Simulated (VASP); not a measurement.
# Cd8H (P-3m1) in VASP: single point with PBE

Aim: the single point of Cd8H with PBE.

All numbers are computed with VASP 6.6.1; they aren't measurements. Logs are shortened: lines on timing, memory, paths and dates and some standing lists are left out, and cuts for length are marked.

### Step 1. The cell of the first run

Symmetry: P-3m1, No. 164, trigonal system. The conventional cell has a = 6.081 Å, b = 6.081 Å, c = 5.956 Å, α = 90.00°, β = 90.00°, γ = 120.00°. Cd (site symmetry m) has 1 H at 2.38 Å and 6 Cd at 3.01 to 3.07 Å within 3.1 Å. Within 4.0 Å of Cd (site symmetry 3m) lie 12 Cd at 3.05 to 3.47 Å and 3 H at 3.77 Å. Within 3.1 Å of H (site symmetry -3m) lie 6 Cd at 2.38 Å.

### Step 2. Single point, PBE

INCAR reads:

```
SYSTEM = Cd8H
PREC     = Accurate       ! precision mode
ENCUT    = 520            ! plane-wave cutoff, eV
EDIFF    = 1E-6           ! SCF threshold, eV
ISMEAR   = 0              ! smearing method
SIGMA    = 0.1            ! smearing width, eV
LREAL    = .FALSE.        ! projectors in reciprocal space
LASPH    = .TRUE.         ! aspherical terms in the spheres
NELM     = 80             ! most SCF steps
ALGO     = Fast           ! electronic algorithm
ISIF     = 2              ! what is computed and relaxed
LWAVE    = .FALSE.        ! write WAVECAR
LCHARG   = .FALSE.        ! write CHGCAR
GGA      = PE             ! functional
NBANDS   = 58             ! bands
```

KPOINTS reads:

```
Automatic mesh
0
G
  6 6 6
  0 0 0
```

POSCAR reads:

```
Cd8H
1.0
    6.0812019609      0.0000000000      0.0000000000
   -3.0406009804      5.2664753837      0.0000000000
    0.0000000000      0.0000000000      5.9562954111
Cd H
8 1
Direct
    0.1680940822      0.3361881644      0.2334025997
    0.1680940822      0.8319059178      0.2334025997
    0.6666666667      0.3333333333      0.2697849465
    0.6638118356      0.8319059178      0.2334025997
    0.3361881644      0.1680940822      0.7665974003
    0.3333333333      0.6666666667      0.7302150535
    0.8319059178      0.1680940822      0.7665974003
    0.8319059178      0.6638118356      0.7665974003
    0.0000000000      0.0000000000      0.5000000000
```

Potentials or basis: VASP PAW PBE potentials, release 64 (Cd, H).

Launch:

```console
$ cat potpaw_PBE.64/Cd/POTCAR potpaw_PBE.64/H/POTCAR > POTCAR
$ mpirun -np 1 vasp_std > vasp.out
```

OUTCAR:

```text
SYSTEM = Cd8H
   PREC = Accurate
   ENCUT = 520
   EDIFF = 1E-6
   ISMEAR = 0
   LREAL = .FALSE.
   LASPH = .TRUE.
   NELM = 80
   ISIF = 2
   GGA = PE

 ion  position               nearest neighbor table
   1  0.168  0.336  0.233-   2 3.01   4 3.01   3 3.05   3 3.05   2 3.07   4 3.07   5 3.30   7 3.30
                             6 3.43   6 3.47   5 3.64   7 3.64
   2  0.168  0.832  0.233-   1 3.01   4 3.01   3 3.05   3 3.05   1 3.07   4 3.07   5 3.30   8 3.30
                             6 3.43   6 3.47   5 3.64   8 3.64
   3  0.667  0.333  0.270-   4 3.05   1 3.05   2 3.05   2 3.05   4 3.05   1 3.05   7 3.43   8 3.43
                             5 3.43   7 3.47   8 3.47   5 3.47
   4  0.664  0.832  0.233-   2 3.01   1 3.01   3 3.05   3 3.05   2 3.07   1 3.07   8 3.30   7 3.30
                             6 3.43   6 3.47   8 3.64   7 3.64
   5  0.336  0.168  0.767-   7 3.01   8 3.01   6 3.05   6 3.05   7 3.07   8 3.07   1 3.30   2 3.30
                             3 3.43   3 3.47   1 3.64   2 3.64
   6  0.333  0.667  0.730-   5 3.05   8 3.05   7 3.05   7 3.05   5 3.05   8 3.05   2 3.43   1 3.43
                             4 3.43   2 3.47   1 3.47   4 3.47
   7  0.832  0.168  0.767-   8 3.01   5 3.01   6 3.05   6 3.05   8 3.07   5 3.07   4 3.30   1 3.30
                             3 3.43   3 3.47   4 3.64   1 3.64
   8  0.832  0.664  0.767-   7 3.01   5 3.01   6 3.05   6 3.05   7 3.07   5 3.07   4 3.30   2 3.30
                             3 3.43   3 3.47   4 3.64   2 3.64
   9  0.000  0.000  0.500-

  LATTYP: Found a hexagonal cell.
 ALAT       =     6.0812019609
 C/A-ratio  =     0.9794602201

  Lattice vectors:

 A1 = (   6.0812019609,   0.0000000000,   0.0000000000)
 A2 = (  -3.0406009804,   5.2664753837,   0.0000000000)
 A3 = (   0.0000000000,   0.0000000000,   5.9562954111)

Analysis of symmetry for initial positions (statically):
=====================================================================
 Subroutine PRICEL returns:
 Original cell was already a primitive cell.

 Routine SETGRP: Setting up the symmetry group for a
 hexagonal supercell.

 Subroutine GETGRP returns: Found 12 space group operations
 (whereof 12 operations were pure point group operations)
 out of a pool of 24 trial point group operations.

The static configuration has the point symmetry D_3d.

Analysis of symmetry for dynamics (positions and initial velocities):
=====================================================================
 Subroutine PRICEL returns:
 Original cell was already a primitive cell.

 Routine SETGRP: Setting up the symmetry group for a
 hexagonal supercell.

 Subroutine GETGRP returns: Found 12 space group operations
[... 128 lines left out ...]
   NELECT =      97.0000    total number of electrons
   NUPDOWN=      -1.0000    fix difference up-down
   EMIN   =  10.00;   EMAX   =-10.00  energy-range for DOS
   EFERMI =   0.00;   METHOD = LEGACY
   ISMEAR =     0;   SIGMA  =   0.10  broadening in eV -4-tet -1-fermi 0-gaus
   EFERMI_NEDOS =   21; number of points for ismear=-14 and -15
   IALGO  =     68    algorithm
   IMIX   =      4    mixing-type and parameters
     AMIX     =   0.40;   BMIX     =  1.00
     AMIX_MAG =   1.60;   BMIX_MAG =  1.00
  volume/ion in A,a.u.               =      21.20       143.03
  Fermi-wavevector in a.u.,A,eV,Ry     =   1.306683  2.469272 23.230858  1.707420
  Thomas-Fermi vector in A             =   2.437468
   LORBIT       =      0    0 simple, 1 ext, 2 COOP (PROOUT), +10 PAW based schemes
   GGA     = PE    functional components
   LHFCALC =     F    Hartree Fock is set to
   AEXX    =    0.0000 exact exchange contribution
   IVDW    =     0    specifies the selected vdW correction
   LEPSILON=     F    determine dielectric tensor
   LRPA    =     F    only Hartree local field effects (RPA)
 non-spin polarized calculation
 RMM-DIIS sequential band-by-band and
 Gauss-broadening in eV      SIGMA  =   0.10
  energy-cutoff  :      520.00
  volume of cell :      190.76
 maximum number of plane-waves:      5170
 NGX is ok and might be reduce to    48
   NGX = 23   NGY = 23   NGZ = 23

 number of electron      96.9999991 magnetization

 Free energy of the ion-electron system (eV)
  ---------------------------------------------------
  ext. energy  EPLUGINS =         0.00000000
  ---------------------------------------------------
  free energy    TOTEN  =        -8.16464809 eV

  energy without entropy =       -8.15120562  energy(sigma->0) =       -8.15792686

 E-fermi :   2.5438     XC(G=0): -10.5910

 val. band max:        2.5176272755   @ k =   0.0000   0.1667   0.1667
 cond. band min:       2.5649557589   @ k =   0.0000   0.1667   0.3333
 fundamental gap:      0.0473284834
 Fermi energy:         2.5438033100

 k-point     1 :       0.0000    0.0000    0.0000
  band No.  band energies     occupation
      1      -7.3919      2.00000
      2      -7.3078      2.00000
      3      -7.3078      2.00000
      4      -7.2069      2.00000
      5      -7.1599      2.00000
      6      -7.1584      2.00000
[... 1453 lines left out ...]
     57       6.8997      0.00000
     58       7.3264      0.00000

 [... further k-points ...]

------------------------ aborting loop because EDIFF is reached ----------------------------------------

  FORCE on cell =-STRESS in cart. coord.  units (eV):
  Direction    XX          YY          ZZ          XY          YZ          ZX
  --------------------------------------------------------------------------------------
  -------------------------------------------------------------------------------------
  Total        0.4308350      0.4308350      0.0477084      0.0000000      0.0000000     -0.0000000
  in kB        3.6185603      3.6185603      0.4007004      0.0000000      0.0000000     -0.0000000
  external PRESSURE =       2.5459403 kB  Pullay stress =       0.0000000 kB

 VOLUME and BASIS-vectors are now :
 -----------------------------------------------------------------------------
  energy-cutoff  :      520.00
  volume of cell :      190.76
      direct lattice vectors                 reciprocal lattice vectors
     6.081201961  0.000000000  0.000000000     0.164441176  0.094940157  0.000000000
    -3.040600980  5.266475384  0.000000000     0.000000000  0.189880314  0.000000000
     0.000000000  0.000000000  5.956295411     0.000000000  0.000000000  0.167889591

 POSITION                                       TOTAL-FORCE (eV/Angst)
 -----------------------------------------------------------------------------------
      0.00000      1.77053      1.39021        -0.000000     -0.002655     -0.001192
     -1.50728      4.38121      1.39021        -0.002300      0.001328     -0.001192
      3.04060      1.75549      1.60692         0.000000      0.000000      0.010057
      1.50728      4.38121      1.39021         0.002300      0.001328     -0.001192
      1.53332      0.88526      4.56608        -0.002300     -0.001328      0.001192
     -0.00000      3.51098      4.34938         0.000000      0.000000     -0.010057
      4.54788      0.88526      4.56608         0.002300     -0.001328      0.001192
      3.04060      3.49595      4.56608         0.000000      0.002655      0.001192
      0.00000      0.00000      2.97815         0.000000      0.000000      0.000000
 -----------------------------------------------------------------------------------
    total drift:                               -0.000000      0.000000     -0.000000

  FREE ENERGIE OF THE ION-ELECTRON SYSTEM (eV)
  ---------------------------------------------------
  free  energy   TOTEN  =        -8.1646480942 eV

  energy  without entropy=       -8.1512056239  energy(sigma->0) =       -8.15792686
```

OSZICAR:

```text
N       E                     dE             d eps       ncg     rms          rms(c)
DAV:   1     0.806999602695E+03    0.80700E+03   -0.50697E+04  3944   0.165E+03
DAV:   2     0.207498140871E+02   -0.78625E+03   -0.76235E+03  4020   0.447E+02
DAV:   3    -0.862589912123E+01   -0.29376E+02   -0.28989E+02  4360   0.962E+01
DAV:   4    -0.881508958193E+01   -0.18919E+00   -0.18843E+00  4194   0.615E+00
DAV:   5    -0.881554911237E+01   -0.45953E-03   -0.45949E-03  4258   0.292E-01    0.848E+00
RMM:   6    -0.818863726254E+01    0.62691E+00   -0.14474E+00  3982   0.631E+00    0.680E+00
RMM:   7    -0.816165363266E+01    0.26984E-01   -0.21898E-01  4156   0.168E+00    0.343E+00
RMM:   8    -0.816439844229E+01   -0.27448E-02   -0.31624E-02  4139   0.131E+00    0.205E-01
RMM:   9    -0.816464658855E+01   -0.24815E-03   -0.76317E-03  4266   0.463E-01    0.112E-01
RMM:  10    -0.816462826904E+01    0.18320E-04   -0.99691E-04  4188   0.232E-01    0.568E-02
RMM:  11    -0.816464732541E+01   -0.19056E-04   -0.58288E-05  4311   0.427E-02    0.133E-02
RMM:  12    -0.816464905069E+01   -0.17253E-05   -0.18570E-05  4228   0.170E-02    0.797E-03
RMM:  13    -0.816464809416E+01    0.95653E-06   -0.19902E-06  2816   0.603E-03
   1 F= -.81646481E+01 E0= -.81579269E+01  d E =-.134425E-01
```

stdout:

```text
POSCAR found type information on POSCAR CdH
 POSCAR found :  2 types and       9 ions
 scaLAPACK will be used
 LDA part: xc-table for (Slater+PW92), standard interpolation
 POSCAR, INCAR and KPOINTS ok, starting setup
 FFT: planning ... GRIDC
 FFT: planning ... GRID_SOFT
 FFT: planning ... GRID
 WAVECAR not read
 entering main loop
```

Run time: 8.1 min. Hardware: 1 thread of Intel Xeon 8259CL, shared host; peak memory 0.48 GiB.

What came out:

| Quantity | Value |
| --- | --- |
| Free energy | -8.1646 eV |
| Pressure | 0.3 GPa |
| Largest force | 0.010 eV/Å |
| Band gap on the k mesh | zero (an odd number of electrons rules out a gap without spin polarisation) |

Forces on the atoms (eV/Å):
```
Cd   0.000 -0.003 -0.001
Cd  -0.002  0.001 -0.001
Cd   0.000  0.000  0.010
Cd   0.002  0.001 -0.001
Cd  -0.002 -0.001  0.001
Cd   0.000  0.000 -0.010
Cd   0.002 -0.001  0.001
Cd   0.000  0.003  0.001
H    0.000  0.000  0.000
```

Stress tensor (GPa, compression positive):
```
0.36 0.00 0.00
0.00 0.36 0.00
0.00 0.00 0.04
```

Levels at points of the mesh, in eV from the Fermi level:
| k point | band 45 | band 46 | band 47 | band 48 | band 49 | band 50 | band 51 | band 52 | band 53 | band 54 |
| --- | --- | --- | --- | --- | --- | --- | --- | --- | --- | --- |
| (0.00, 0.00, 0.00) | -2.15 | -2.15 | -1.88 | -1.88 | -1.85 | 1.26 | 1.48 | 1.48 | 1.76 | 2.35 |
| (0.50, 0.00, 0.00) | -2.59 | -2.52 | -2.18 | -1.02 | 0.27 | 0.36 | 1.10 | 2.07 | 2.24 | 2.40 |
| (0.00, 0.00, 0.50) | -1.43 | -1.43 | -1.41 | -1.41 | -0.58 | -0.34 | -0.25 | -0.25 | -0.23 | -0.23 |
| (0.50, 0.00, 0.50) | -3.05 | -2.52 | -2.47 | -2.30 | 1.30 | 3.37 | 3.39 | 3.41 | 3.53 | 3.68 |
